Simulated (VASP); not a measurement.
Write the native input for VASP 6.6.1 that does the following.

| Quantity | Value |
| --- | --- |
| Task | single point |
| Functional | LDA |
| Potentials or basis | VASP PAW LDA potentials, release 64 (Sn_d, O) |
| Cutoff | 520 eV |
| k mesh | 9 × 9 × 9 |
| Occupations | fermi-dirac, width 0.05 eV |
| Spin | no spin polarisation |
| Dipole correction | no |
| Further INCAR settings | ALGO = Normal; EDIFF = 1e-06; NBANDS = 20 |

The structure of SnO2 lies in POSCAR:

```
SnO2
1.0
    0.0000000000      2.6080242793      2.6080242793
    2.6080242793      0.0000000000      2.6080242793
    2.6080242793      2.6080242793      0.0000000000
Sn O
1 2
Direct
    0.0000000000      0.0000000000      0.0000000000
    0.7500000000      0.7500000000      0.7500000000
    0.2500000000      0.2500000000      0.2500000000
```

These files were run (other wordings do the same):

INCAR

```
SYSTEM = SnO2
PREC     = Accurate       ! precision mode
ENCUT    = 520            ! plane-wave cutoff, eV
EDIFF    = 1E-6           ! SCF threshold, eV
ISMEAR   = -1             ! smearing method
SIGMA    = 0.05           ! smearing width, eV
LREAL    = .False.        ! projectors in reciprocal space
LASPH    = .True.         ! aspherical terms in the spheres
NELM     = 60             ! most SCF steps
ALGO     = Normal         ! electronic algorithm
ISIF     = 2              ! what is computed and relaxed
LWAVE    = .False.        ! write WAVECAR
LCHARG   = .True.         ! write CHGCAR
LELF     = .True.         ! ELF
LVHAR    = .True.       
NBANDS   = 20             ! bands
```

KPOINTS

```
regular mesh
0
Gamma
  9 9 9
  0 0 0
```

Potentials or basis: VASP PAW LDA potentials, release 64 (Sn_d, O).

Launch:

```sh
$ cat potpaw_LDA.64/Sn_d/POTCAR potpaw_LDA.64/O/POTCAR > POTCAR
$ mpirun -np 1 vasp_std > vasp.out
```

Results of the run:

```
Pressure               : -17.4 GPa
Band gap on the k mesh : zero (band 13 reaches 6.43 eV, above the bottom of band 14 at 5.89 eV)
```

Caveat: spin-orbit coupling is left out, which moves the levels of the heavy elements.

Wall time 18 s on 1 thread of Intel Xeon 6975P-C, with other jobs on the host, peak memory 0.15 GiB.
